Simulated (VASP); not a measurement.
# IrAu (Fm-3m) in VASP: further runs, part 3 of 3

VASP 6.6.1.

## 4. Relaxation of cell and atoms, PBE

The input, INCAR:

```
SYSTEM = IrAu
  ALGO = Normal
  EDIFF = 1E-6
  EDIFFG = -0.04
  ENCUT = 600
  GGA = PE
  IBRION = 2
  ISIF = 3
  ISMEAR = 0
  LASPH = .TRUE.
  LCHARG = .FALSE.
  LREAL = .FALSE.
  LWAVE = .FALSE.
  NELM = 100
  NSW = 90
  PREC = Accurate
  SIGMA = 0.1
```

The input, KPOINTS:

```
k-points
0
G
  6 6 6
  0 0 0
```

The input, POSCAR:

```
IrAu
1.0
    0.0000000000      2.5283282032      2.5283282032
    2.5283282032      0.0000000000      2.5283282032
    2.5283282032      2.5283282032      0.0000000000
Ir Au
1 1
Direct
    0.0000000000      0.0000000000      0.0000000000
    0.5000000000      0.5000000000      0.5000000000
```

Potentials or basis: VASP PAW PBE potentials, release 64 (Ir, Au).

On the command line:

```console
$ cat potpaw_PBE.64/Ir/POTCAR potpaw_PBE.64/Au/POTCAR > POTCAR
$ mpirun -np 1 vasp_std > vasp.out
```

OUTCAR:

```text
SYSTEM = IrAu
   EDIFF = 1E-6
   EDIFFG = -0.04
   ENCUT = 600
   GGA = PE
   IBRION = 2
   ISIF = 3
   ISMEAR = 0
   LASPH = .TRUE.
   LREAL = .FALSE.
   NELM = 100
   NSW = 90
   PREC = Accurate

 ion  position               nearest neighbor table
   1  0.000  0.000  0.000-   2 2.53   2 2.53   2 2.53   2 2.53   2 2.53   2 2.53
   2  0.500  0.500  0.500-   1 2.53   1 2.53   1 2.53   1 2.53   1 2.53   1 2.53

  LATTYP: Found a face centered cubic cell.
 ALAT       =     5.0566564064

  Lattice vectors:

 A1 = (   0.0000000000,   2.5283282032,   2.5283282032)
 A2 = (   2.5283282032,   0.0000000000,   2.5283282032)
 A3 = (   2.5283282032,   2.5283282032,   0.0000000000)

Analysis of symmetry for initial positions (statically):
=====================================================================
 Subroutine PRICEL returns:
 Original cell was already a primitive cell.

 Routine SETGRP: Setting up the symmetry group for a
[... 219 lines left out ...]
     12      10.9121      0.00000
     13      10.9121      0.00000
     14      10.9121      0.00000
[... 360 lines left out ...]
--------------------------------------- Ionic step        5  -------------------------------------------

 number of electron      19.9999999 magnetization

 Free energy of the ion-electron system (eV)
  ---------------------------------------------------
  ext. energy  EPLUGINS =         0.00000000
  ---------------------------------------------------
  free energy    TOTEN  =        -9.84527867 eV

  energy without entropy =       -9.82223912  energy(sigma->0) =       -9.83375889

 E-fermi :   6.8072     XC(G=0): -12.1654

 val. band max:        6.7998454835   @ k =   0.3333   0.1667   0.0000
 cond. band min:       7.0225939122   @ k =  -0.3333   0.3333   0.0000
 fundamental gap:      0.2227484287
 Fermi energy:         6.8071926334

 k-point     1 :       0.0000    0.0000    0.0000
  band No.  band energies     occupation
      1      -1.5335      2.00000
      2       0.8737      2.00000
      3       0.8737      2.00000
      4       1.6327      2.00000
      5       1.6327      2.00000
      6       1.6327      2.00000
      7       7.0472      0.00069
      8       7.0472      0.00069
      9       7.0472      0.00069
     10       8.6502      0.00000
     11       8.6502      0.00000
     12      16.3752      0.00000
     13      16.3752      0.00000
     14      16.3752      0.00000
[... 282 lines left out ...]
  FREE ENERGIE OF THE ION-ELECTRON SYSTEM (eV)
  ---------------------------------------------------
  free  energy   TOTEN  =        -9.8452786670 eV

  energy  without entropy=       -9.8222391168  energy(sigma->0) =       -9.83375889

 reached required accuracy - stopping structural energy minimisation
```

It took 73 s on 1 thread of AMD EPYC 7R13, shared host; peak memory 0.15 GiB.

What came out:

| Property | Result |
| --- | --- |
| Free energy | -9.8453 eV |
| Relaxed volume | 18.59 Å³/atom |
| Relaxed cell | a = 3.746 Å, b = 3.746 Å, c = 3.746 Å, α = 60.00°, β = 60.00°, γ = 60.00° |
| Space group after relaxing (to 0.1 Å) | Fm-3m (No. 225) |
| Energy gained by relaxing | 226.0 meV/atom |
| Ionic steps | 5 |
| Pressure after relaxing | 0.0 GPa |
| Band gap on the k mesh | zero (bands 10 and 11 overlap by 2.60 eV) |

The path:
| step | energy change (eV) | largest force (eV/Å) | pressure (GPa) | volume (Å³) |
| --- | --- | --- | --- | --- |
| 1 | 0.0000 | 0.0000 | 34.49 | 32.32 |
| 2 | 0.9676 | 0.0000 | -21.84 | 51.49 |
| 3 | -0.4459 | 0.0000 | -2.90 | 37.83 |
| 4 | -0.4516 | 0.0000 | -0.65 | 37.32 |
| 5 | -0.4519 | 0.0000 | 0.00 | 37.17 |

Final structure:
```xyz
2
Lattice="0.0000 2.6489 2.6489 2.6489 0.0000 2.6489 2.6489 2.6489 0.0000" Properties=species:S:1:pos:R:3 pbc="T T T"
Ir    0.0000    0.0000    0.0000
Au    2.6489    2.6489    2.6489
```

Levels at points of the mesh, in eV from the Fermi level:
```tsv
k point	band 6	band 7	band 8	band 9	band 10	band 11	band 12	band 13	band 14
(0.00, 0.00, 0.00)	-5.17	0.24	0.24	0.24	1.84	1.84	9.57	9.57	9.57
(0.50, 0.00, 0.00)	-3.59	-2.21	-2.21	-1.94	-0.76	-0.76	0.23	11.68	12.63
(0.50, 0.50, 0.00)	-3.35	-0.54	-0.38	-0.38	0.28	1.78	4.13	4.28	4.28
```

Caveat: spin-orbit coupling is left out, which moves the levels of the heavy elements.

## 5. Single point, PBE

This run uses another cell than the first one, of 18.58 Å³/atom.

The input, INCAR:

```
SYSTEM = IrAu
  ALGO = Normal
  EDIFF = 1E-7
  ENCUT = 520
  GGA = PE
  ISIF = 2
  ISMEAR = 0
  LASPH = .True.
  LCHARG = .False.
  LREAL = .False.
  LWAVE = .False.
  NBANDS = 17
  NELM = 100
  PREC = Accurate
  SIGMA = 0.1
```

The input, KPOINTS:

```
k-points
0
Gamma
  18 18 18
  0 0 0
```

The input, POSCAR:

```
IrAu
1.0
    0.0000000000      2.6484559849      2.6484559849
    2.6484559849      0.0000000000      2.6484559849
    2.6484559849      2.6484559849      0.0000000000
Ir Au
1 1
Direct
    0.0000000000      0.0000000000      0.0000000000
    0.5000000000      0.5000000000      0.5000000000
```

On the command line:

```console
$ cat potpaw_PBE.64/Ir/POTCAR potpaw_PBE.64/Au/POTCAR > POTCAR
$ mpirun -np 1 vasp_std > vasp.out
```

Wall time 3.2 min (1 thread of AMD EPYC 7R13, shared host); peak memory 0.24 GiB.

It converged, with:

| Item | Value |
| --- | --- |
| Free energy | -9.8346 eV |
| Pressure | -0.1 GPa |
| Band gap on the k mesh | zero (bands 10 and 11 overlap by 2.60 eV) |

Levels at points of the mesh, in eV from the Fermi level:
| k point | band 8 | band 9 | band 10 | band 11 | band 12 | band 13 |
| --- | --- | --- | --- | --- | --- | --- |
| (0.00, 0.00, 0.00) | 0.21 | 0.21 | 1.81 | 1.81 | 9.54 | 9.54 |
| (0.50, 0.00, 0.00) | -2.24 | -1.99 | -0.79 | -0.79 | 0.20 | 11.65 |
| (0.50, 0.50, 0.00) | -0.41 | -0.41 | 0.25 | 1.74 | 4.10 | 4.25 |

Caveat: spin-orbit coupling is left out, which moves the levels of the heavy elements.

## 6. Relaxation of cell and atoms, PBE

This run uses another cell than the first one, of 18.61 Å³/atom.

The input, INCAR:

```
SYSTEM = IrAu
PREC     = Accurate       ! precision mode
ENCUT    = 600            ! plane-wave cutoff, eV
EDIFF    = 1E-6           ! SCF threshold, eV
ISMEAR   = 0              ! smearing method
SIGMA    = 0.1            ! smearing width, eV
LREAL    = .False.        ! projectors in reciprocal space
LASPH    = .True.         ! aspherical terms in the spheres
NELM     = 100            ! most SCF steps
ALGO     = Fast           ! electronic algorithm
ISIF     = 3              ! what is computed and relaxed
LWAVE    = .False.        ! write WAVECAR
LCHARG   = .False.        ! write CHGCAR
GGA      = PE             ! functional
IBRION   = 2              ! ionic algorithm
NSW      = 100            ! ionic steps
EDIFFG   = -0.01          ! ionic threshold
```

The input, KPOINTS:

```
Automatic mesh
0
Gamma
  18 18 18
  0 0 0
```

The input, POSCAR:

```
IrAu
1.0
    0.0000000000      2.6500077256      2.6500077256
    2.6500077256      0.0000000000      2.6500077256
    2.6500077256      2.6500077256      0.0000000000
Ir Au
1 1
Direct
    0.0000000000      0.0000000000      0.0000000000
    0.5000000000      0.5000000000      0.5000000000
```

Potentials or basis: VASP PAW PBE potentials, release 64 (Ir, Au).

On the command line:

```console
$ cat potpaw_PBE.64/Ir/POTCAR potpaw_PBE.64/Au/POTCAR > POTCAR
$ mpirun -np 1 vasp_std > vasp.out
```

Wall time 6.5 min (1 thread of AMD EPYC 7R13, shared host); peak memory 0.26 GiB.

It converged, with:

- Free energy: -9.8347 eV
- Relaxed volume: 18.57 Å³/atom
- Relaxed cell: a = 3.745 Å, b = 3.745 Å, c = 3.745 Å, α = 60.00°, β = 60.00°, γ = 60.00°
- Space group after relaxing (to 0.1 Å): Fm-3m (No. 225)
- Energy gained by relaxing: 0.0 meV/atom
- Ionic steps: 3
- Pressure after relaxing: 0.0 GPa
- Band gap on the k mesh: zero (bands 10 and 11 overlap by 2.60 eV)

Final structure:
```
CELL_PARAMETERS angstrom
0.00000 2.64810 2.64810
2.64810 0.00000 2.64810
2.64810 2.64810 0.00000
ATOMIC_POSITIONS crystal
Ir 0.00000 0.00000 0.00000
Au 0.50000 0.50000 0.50000
```

Levels at points of the mesh, in eV from the Fermi level:
```
           k point  band 6  band 7  band 8  band 9  band 10  band 11  band 12  band 13  band 14
(0.00, 0.00, 0.00)   -5.22    0.21    0.21    0.21     1.81     1.81     9.54     9.54     9.54
(0.50, 0.00, 0.00)   -3.64   -2.24   -2.24   -1.99    -0.79    -0.79     0.20    11.66    12.61
(0.50, 0.50, 0.00)   -3.40   -0.57   -0.41   -0.41     0.25     1.74     4.10     4.25     4.25
```

Caveat: spin-orbit coupling is left out, which moves the levels of the heavy elements.

## 7. Overview

| task | cell | k mesh | cutoff (eV) | gap on the mesh (eV) | pressure (GPa) | relaxed volume (Å³/atom) |
| --- | --- | --- | --- | --- | --- | --- |
| single point | a = 3.576 Å, angles 60.0°, 2 atoms | 6 × 6 × 6 | 520 | none | 34.4 | - |
| single point | a = 3.748 Å, angles 60.0°, 2 atoms | 6 × 6 × 6 | 520 | none | -0.3 | - |
| relaxation of cell and atoms | relaxed from a = 3.576 Å, angles 60.0°, 2 atoms | 6 × 6 × 6 | 600 | none | 0.0 | 18.59 |
| single point | a = 3.745 Å, angles 60.0°, 2 atoms | 18 × 18 × 18 | 520 | none | -0.1 | - |
| relaxation of cell and atoms | relaxed from a = 3.748 Å, angles 60.0°, 2 atoms | 18 × 18 × 18 | 600 | none | 0.0 | 18.57 |

Alike in all rows: level PBE; potentials or basis VASP PAW PBE potentials, release 64 (Ir, Au); no spin polarisation; smearing gaussian 0.1 eV.

Caveats: spin-orbit coupling is left out, which moves the levels of the heavy elements; the cell stands under pressure (at least some runs).

Absolute energies hang on the potentials; compare differences alone.
